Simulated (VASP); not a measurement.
# Ga (Pm-3n) in VASP: single point with r2SCAN

Aim: the single point of Ga with r2SCAN.

All numbers are computed with VASP 6.6.1; they aren't measurements. Logs are shortened: lines on timing, memory, paths and dates and some standing lists are left out, and cuts for length are marked.

### Step 1. The cell of the first run

It takes space group Pm-3n (No. 223, cubic). Conventional cell: a = 5.276 Å, b = 5.276 Å, c = 5.276 Å, α = 90.00°, β = 90.00°, γ = 90.00°. Within 3.9 Å of Ga (site symmetry m-3) lie 12 Ga at 2.95 Å. Ga (site symmetry -4m2) has 14 Ga at 2.64 to 3.23 Å within 3.5 Å.

### Step 2. Single point, r2SCAN

File POSCAR:

```
Ga
1.0
    5.2755550335      0.0000000000      0.0000000000
    0.0000000000      5.2755550335      0.0000000000
    0.0000000000      0.0000000000      5.2755550335
Ga
8
Direct
    0.5000000000      0.5000000000      0.5000000000
    0.0000000000      0.0000000000      0.0000000000
    0.2500000000      0.0000000000      0.5000000000
    0.5000000000      0.2500000000      0.0000000000
    0.5000000000      0.7500000000      0.0000000000
    0.7500000000      0.0000000000      0.5000000000
    0.0000000000      0.5000000000      0.7500000000
    0.0000000000      0.5000000000      0.2500000000
```

File INCAR.step1:

```
SYSTEM = Ga
PREC     = Accurate       ! precision mode
ENCUT    = 520            ! plane-wave cutoff, eV
ISMEAR   = 0              ! smearing method
SIGMA    = 0.1            ! smearing width, eV
LREAL    = .FALSE.        ! projectors in reciprocal space
LASPH    = .TRUE.         ! aspherical terms in the spheres
NELM     = 60             ! most SCF steps
NBANDS   = 62             ! bands
GGA      = PE             ! functional
ALGO     = Normal         ! electronic algorithm
EDIFF    = 1E-4           ! SCF threshold, eV
LWAVE    = .TRUE.         ! write WAVECAR
LCHARG   = .FALSE.        ! write CHGCAR
```

File INCAR.step2:

```
SYSTEM = Ga
PREC     = Accurate       ! precision mode
ENCUT    = 520            ! plane-wave cutoff, eV
EDIFF    = 1E-7           ! SCF threshold, eV
ISMEAR   = 0              ! smearing method
SIGMA    = 0.1            ! smearing width, eV
LREAL    = .FALSE.        ! projectors in reciprocal space
LASPH    = .TRUE.         ! aspherical terms in the spheres
NELM     = 60             ! most SCF steps
ALGO     = Normal         ! electronic algorithm
ISIF     = 2              ! what is computed and relaxed
LWAVE    = .FALSE.        ! write WAVECAR
LCHARG   = .FALSE.        ! write CHGCAR
METAGGA  = R2SCAN         ! meta-GGA
LMIXTAU  = .TRUE.       
NBANDS   = 62             ! bands
ISTART   = 1
```

File KPOINTS:

```
Automatic mesh
0
G
  8 8 8
  0 0 0
```

Potentials or basis: VASP PAW PBE potentials, release 64 (Ga_d).

On the command line:

```bash
$ cat potpaw_PBE.64/Ga_d/POTCAR > POTCAR
$ cp INCAR.step1 INCAR
$ mpirun -np 1 vasp_std > vasp.out
$ cp INCAR.step2 INCAR
$ mpirun -np 1 vasp_std > vasp.out
```

OUTCAR:

```text
SYSTEM = Ga
   PREC = Accurate
   ENCUT = 520
   EDIFF = 1E-7
   ISMEAR = 0
   LREAL = .FALSE.
   LASPH = .TRUE.
   NELM = 60
   ISIF = 2
   METAGGA = R2SCAN
   ISTART = 1

 ion  position               nearest neighbor table
   1  0.500  0.500  0.500-
   2  0.000  0.000  0.000-
   3  0.250  0.000  0.500-   6 2.64   6 2.64
   4  0.500  0.250  0.000-   5 2.64   5 2.64
   5  0.500  0.750  0.000-   4 2.64   4 2.64
   6  0.750  0.000  0.500-   3 2.64   3 2.64
   7  0.000  0.500  0.750-   8 2.64   8 2.64
   8  0.000  0.500  0.250-   7 2.64   7 2.64

  LATTYP: Found a simple cubic cell.
 ALAT       =     5.2755550335

  Lattice vectors:

 A1 = (   5.2755550335,   0.0000000000,   0.0000000000)
 A2 = (   0.0000000000,   5.2755550335,   0.0000000000)
 A3 = (   0.0000000000,   0.0000000000,   5.2755550335)

Analysis of symmetry for initial positions (statically):
=====================================================================
 Subroutine PRICEL returns:
 Original cell was already a primitive cell.

 Routine SETGRP: Setting up the symmetry group for a
 simple cubic supercell.

 Subroutine GETGRP returns: Found 48 space group operations
 (whereof 24 operations were pure point group operations)
 out of a pool of 48 trial point group operations.

The static configuration has the point symmetry T_h .
 The point group associated with its full space group is O_h .

Analysis of symmetry for dynamics (positions and initial velocities):
=====================================================================
 Subroutine PRICEL returns:
 Original cell was already a primitive cell.

 Routine SETGRP: Setting up the symmetry group for a
 simple cubic supercell.

 Subroutine GETGRP returns: Found 48 space group operations
 (whereof 24 operations were pure point group operations)
 out of a pool of 48 trial point group operations.

The dynamic configuration has the point symmetry T_h .
 The point group associated with its full space group is O_h .

 Subroutine INISYM returns: Found 48 space group operations
 (whereof 24 operations are pure point group operations),
 and found     1 'primitive' translations

----------------------------------------------------------------------------------------

                                     Primitive cell

  volume of cell :     146.8265

  direct lattice vectors                    reciprocal lattice vectors
     5.275555033  0.000000000  0.000000000     0.189553515  0.000000000  0.000000000
     0.000000000  5.275555033  0.000000000     0.000000000  0.189553515  0.000000000
     0.000000000  0.000000000  5.275555033     0.000000000  0.000000000  0.189553515

  length of vectors
     5.275555033  5.275555033  5.275555033     0.189553515  0.189553515  0.189553515

  position of ions in fractional coordinates (direct lattice)
     0.500000000  0.500000000  0.500000000
     0.000000000  0.000000000  0.000000000
     0.250000000  0.000000000  0.500000000
     0.500000000  0.250000000  0.000000000
     0.500000000  0.750000000  0.000000000
     0.750000000  0.000000000  0.500000000
     0.000000000  0.500000000  0.750000000
     0.000000000  0.500000000  0.250000000

  ion indices of the primitive-cell ions
   primitive index   ion index
                 1           1
                 2           2
                 3           3
                 4           4
                 5           5
                 6           6
                 7           7
                 8           8

----------------------------------------------------------------------------------------

 KPOINTS: Automatic mesh

Automatic generation of k-mesh.
 Grid dimensions read from file:
 generate k-points for:    8    8    8

 Generating k-lattice:

  Cartesian coordinates                     Fractional coordinates (reciprocal lattice)
     0.023694189  0.000000000  0.000000000     0.125000000  0.000000000  0.000000000
     0.000000000  0.023694189  0.000000000     0.000000000  0.125000000  0.000000000
     0.000000000  0.000000000  0.023694189     0.000000000  0.000000000  0.125000000

  Length of vectors
     0.023694189  0.023694189  0.023694189

  Shift w.r.t. Gamma in fractional coordinates (k-lattice)
     0.000000000  0.000000000  0.000000000

 Subroutine IBZKPT returns following result:
 ===========================================

 Found     35 irreducible k-points:

 Following reciprocal coordinates:
            Coordinates               Weight
  0.000000  0.000000  0.000000      1.000000
  0.125000  0.000000  0.000000      6.000000
  0.250000  0.000000  0.000000      6.000000
  0.375000  0.000000  0.000000      6.000000
  0.500000  0.000000  0.000000      3.000000
  0.125000  0.125000  0.000000     12.000000
[... 16 lines left out ...]
  0.375000  0.375000  0.125000     24.000000
  0.500000  0.375000  0.125000     24.000000
 [... further k-points ...]
   k-points           NKPTS =     35   k-points in BZ     NKDIM =     35   number of bands    NBANDS=     62
   number of dos      NEDOS =    301   number of ions     NIONS =      8
   total plane-waves  NPLWV =  64000
   dimension x,y,z NGX =    40 NGY =   40 NGZ =   40
   dimension x,y,z NGXF=    80 NGYF=   80 NGZF=   80
   ions per type =               8
   NGX,Y,Z   is equivalent  to a cutoff of  12.61, 12.61, 12.61 a.u.
   NGXF,Y,Z  is equivalent  to a cutoff of  25.21, 25.21, 25.21 a.u.
 SYSTEM =  Ga
   PREC   = accura    normal or accurate (medium, high low for compatibility)
   ISTART =      1    job   : 0-new  1-cont  2-samecut
   ICHARG =      0    charge: 1-file 2-atom 10-const
   ISPIN  =      1    spin polarized calculation?
   LNONCOLLINEAR =      F non collinear calculations
   LSORBIT =      F    spin-orbit coupling
   LASPH  =      T    aspherical Exc in radial PAW
   ENCUT  =  520.0 eV  38.22 Ry    6.18 a.u.   9.81  9.81  9.81*2*pi/ulx,y,z
   NELM   =     60;   NELMIN=  2; NELMDL=  0     # of ELM steps
   EDIFF  = 0.1E-06   stopping-criterion for ELM
   LREAL  =      F    real-space projection
   EDIFFG = 0.1E-05   stopping-criterion for IOM
   NSW    =      0    number of steps for IOM
   IBRION =     -1    ionic relax: 0-MD 1-quasi-New 2-CG
   NFREE  =      0    steps in history (QN), initial steepest desc. (CG)
   ISIF   =      2    stress and relaxation
   ISYM   =      2    0-nonsym 1-usesym 2-fastsym
   POTIM  = 0.5000    time-step for ionic-motion
   TEBEG  =    0.0;   TEEND  =   0.0 temperature during run
   PSTRESS=    0.0 pullay stress
   NELECT =     104.0000    total number of electrons
   NUPDOWN=      -1.0000    fix difference up-down
   EMIN   =  10.00;   EMAX   =-10.00  energy-range for DOS
   EFERMI =   0.00;   METHOD = LEGACY
   ISMEAR =     0;   SIGMA  =   0.10  broadening in eV -4-tet -1-fermi 0-gaus
   EFERMI_NEDOS =   21; number of points for ismear=-14 and -15
   IALGO  =     38    algorithm
   IMIX   =      4    mixing-type and parameters
     AMIX     =   0.40;   BMIX     =  1.00
     AMIX_MAG =   1.60;   BMIX_MAG =  1.00
  volume/ion in A,a.u.               =      18.35       123.85
  Fermi-wavevector in a.u.,A,eV,Ry     =   1.459322  2.757719 28.975247  2.129621
  Thomas-Fermi vector in A             =   2.575903
   LORBIT       =      0    0 simple, 1 ext, 2 COOP (PROOUT), +10 PAW based schemes
   METAGGA = R2SCAN    functional components
   LHFCALC =     F    Hartree Fock is set to
   AEXX    =    0.0000 exact exchange contribution
   IVDW    =     0    specifies the selected vdW correction
   LEPSILON=     F    determine dielectric tensor
   LRPA    =     F    only Hartree local field effects (RPA)
 non-spin polarized calculation
 Gauss-broadening in eV      SIGMA  =   0.10
  energy-cutoff  :      520.00
  volume of cell :      146.83
 maximum number of plane-waves:      3977
 NGX is ok and might be reduce to    40
   NGX = 19   NGY = 19   NGZ = 19

 number of electron     103.9999931 magnetization

 Free energy of the ion-electron system (eV)
  ---------------------------------------------------
  ext. energy  EPLUGINS =         0.00000000
  ---------------------------------------------------
  free energy    TOTEN  =       -90.06697817 eV

  energy without entropy =      -90.04826348  energy(sigma->0) =      -90.05762083

 E-fermi :   5.8028     XC(G=0): -12.3363

 val. band max:        5.7843585500   @ k =   0.3750   0.2500   0.2500
 cond. band min:       5.8055388857   @ k =   0.3750   0.2500   0.0000
 fundamental gap:      0.0211803357
 Fermi energy:         5.8028195008

 k-point     1 :       0.0000    0.0000    0.0000
  band No.  band energies     occupation
      1     -10.0108      2.00000
      2     -10.0108      2.00000
      3      -9.9995      2.00000
      4      -9.8703      2.00000
      5      -9.8703      2.00000
      6      -9.8703      2.00000
[... 54 lines left out ...]
     61      11.2383      0.00000
     62      11.2383      0.00000

 k-point     2 :       0.1250    0.0000    0.0000
  band No.  band energies     occupation
      1     -10.0098      2.00000
      2     -10.0038      2.00000
      3      -9.9851      2.00000
      4      -9.8818      2.00000
      5      -9.8652      2.00000
      6      -9.8652      2.00000
[... 54 lines left out ...]
     61      10.2660      0.00000
     62      10.2660      0.00000

 k-point     3 :       0.2500    0.0000    0.0000
  band No.  band energies     occupation
      1     -10.0071      2.00000
      2     -10.0007      2.00000
      3      -9.9300      2.00000
      4      -9.8995      2.00000
      5      -9.8532      2.00000
      6      -9.8532      2.00000
[... 1354 lines left out ...]
     61      11.2066      0.00000
     62      11.5608      0.00000

 k-point    24 :       0.5000    0.3750    0.1250
  band No.  band energies     occupation
      1      -9.9739      2.00000
      2      -9.8932      2.00000
      3      -9.8871      2.00000
      4      -9.8447      2.00000
      5      -9.8430      2.00000
      6      -9.8327      2.00000
[... 54 lines left out ...]
     61      10.9434      0.00000
     62      10.9890      0.00000

 [... further k-points ...]
[... 5 lines left out ...]
  --------------------------------------------------------------------------------------
  -------------------------------------------------------------------------------------
  Total       -0.0469159     -0.0469159     -0.0469159     -0.0000000     -0.0000000      0.0000000
  in kB       -0.5119481     -0.5119481     -0.5119481     -0.0000000     -0.0000000      0.0000000
  external PRESSURE =      -0.5119481 kB  Pullay stress =       0.0000000 kB

 VOLUME and BASIS-vectors are now :
 -----------------------------------------------------------------------------
  energy-cutoff  :      520.00
  volume of cell :      146.83
      direct lattice vectors                 reciprocal lattice vectors
     5.275555033  0.000000000  0.000000000     0.189553515  0.000000000  0.000000000
     0.000000000  5.275555033  0.000000000     0.000000000  0.189553515  0.000000000
     0.000000000  0.000000000  5.275555033     0.000000000  0.000000000  0.189553515

 POSITION                                       TOTAL-FORCE (eV/Angst)
 -----------------------------------------------------------------------------------
      2.63778      2.63778      2.63778         0.000000      0.000000      0.000000
      0.00000      0.00000      0.00000         0.000000      0.000000      0.000000
      1.31889      0.00000      2.63778        -0.000000      0.000000     -0.000000
      2.63778      1.31889      0.00000         0.000000      0.000000     -0.000000
      2.63778      3.95667      0.00000        -0.000000     -0.000000      0.000000
      3.95667      0.00000      2.63778         0.000000      0.000000      0.000000
      0.00000      2.63778      3.95667         0.000000     -0.000000      0.000000
      0.00000      2.63778      1.31889        -0.000000     -0.000000     -0.000000
 -----------------------------------------------------------------------------------
    total drift:                               -0.000000     -0.000000     -0.000000

  FREE ENERGIE OF THE ION-ELECTRON SYSTEM (eV)
  ---------------------------------------------------
  free  energy   TOTEN  =       -90.0669781716 eV

  energy  without entropy=      -90.0482634793  energy(sigma->0) =      -90.05762083
```

It took 8.8 min on 1 thread of Intel Xeon Platinum 8488C (Sapphire Rapids), shared host; peak memory 0.38 GiB.

Results:

```
Free energy            : -90.0670 eV
Pressure               : -0.1 GPa
Band gap on the k mesh : zero (bands 52 and 53 overlap by 4.24 eV)
```

Caveat: the PAW data sets were made with another functional, which shifts forces and pressure a little.
